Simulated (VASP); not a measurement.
Set up this calculation in VASP 6.6.1, as the native input.

- Task: single point
- Functional: PBE
- Potentials or basis: VASP PAW PBE potentials, release 64 (Hf_pv, B)
- Cutoff: 520 eV
- k mesh: 4 × 4 × 4
- Occupations: gaussian, width 0.1 eV
- Spin: no spin polarisation
- Dipole correction: no
- Further INCAR settings: ALGO = Normal; EDIFF = 1e-07; NBANDS = 26

The structure of Hf3B2 lies in POSCAR:

```
Hf3B2
1.0
    4.4325269310      0.0000000000      0.0000000000
    0.0000000000      4.4325269310      0.0000000000
    0.0000000000      0.0000000000      4.4298541646
Hf B
3 2
Direct
    0.0000000000      0.5000000000     -0.0000180626
    0.0000000000      0.0000000000      0.5000000000
    0.5000000000      0.0000000000      1.0000180626
    0.5000000000      0.5000000000      0.5000000000
    0.0000000000      0.0000000000      0.0000000000
```

These files were run (other wordings do the same):

INCAR

```
PREC = Accurate
ENCUT = 520
EDIFF = 1E-7
ISMEAR = 0
SIGMA = 0.1
LREAL = False
LASPH = True
NELM = 60
ALGO = Normal
ISIF = 2
LWAVE = False
LCHARG = False
GGA = PE
NBANDS = 26
```

KPOINTS

```
Automatic mesh
0
Gamma
  4 4 4
```

Potentials or basis: VASP PAW PBE potentials, release 64 (Hf_pv, B).

Launch:

```sh
$ cat potpaw_PBE.64/Hf_pv/POTCAR potpaw_PBE.64/B/POTCAR > POTCAR
$ mpirun -np 1 vasp_std > vasp.out
```

Results of the run:

```json
{
  "Pressure": "-0.1 GPa",
  "Band gap on the k mesh": "zero (bands 18 and 19 overlap by 1.89 eV)"
}
```

Caveat: spin-orbit coupling is left out, which moves the levels of the heavy elements.

It took 59 s on 1 thread of Intel Xeon 8259CL (shared host), peak memory 0.21 GiB.
